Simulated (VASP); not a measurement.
Set up this calculation in VASP 6.6.1, as the native input.

```
Task                   : single point
Functional             : PBE
Potentials or basis    : VASP PAW PBE potentials, release 64 (P)
Cutoff                 : 520 eV
k mesh                 : 48 × 48 × 48
Occupations            : fermi-dirac, width 0.0612256 eV
Spin                   : no spin polarisation
Dipole correction      : no
Further INCAR settings : ALGO = Normal; EDIFF = 1e-06; NBANDS = 8
```

The structure of P lies in POSCAR:

```
P
1.0
    0.0000000000      1.9131107264      1.9131107264
    1.9131107264      0.0000000000      1.9131107264
    1.9131107264      1.9131107264      0.0000000000
P
1
Direct
    0.0000000000      0.0000000000      0.0000000000
```

This isn't the form of P at room conditions, which is orthorhombic.

These files were run (other wordings do the same):

INCAR

```
PREC = Accurate ; ENCUT = 520
EDIFF = 1E-6 ; ISMEAR = -1
SIGMA = 0.06122561905347299 ; LREAL = False
LASPH = True ; NELM = 100
ALGO = Normal ; ISIF = 2
LWAVE = False ; LCHARG = False
GGA = PE ; NBANDS = 8
```

KPOINTS

```
regular mesh
0
Gamma
  48 48 48
```

Potentials or basis: VASP PAW PBE potentials, release 64 (P).

The run is started by

```console
$ cat potpaw_PBE.64/P/POTCAR > POTCAR
$ mpirun -np 1 vasp_std > vasp.out
```

Results of the run:

```json
{
 "Pressure": "3.6 GPa",
 "Band gap on the k mesh": "zero (an odd number of electrons rules out a gap without spin polarisation)"
}
```

Caveat: the cell stands under pressure.

Run time: 67 s on 1 thread of Intel(R) Xeon(R) 6975P-C (Granite Rapids), on a shared host, peak memory 0.35 GiB.
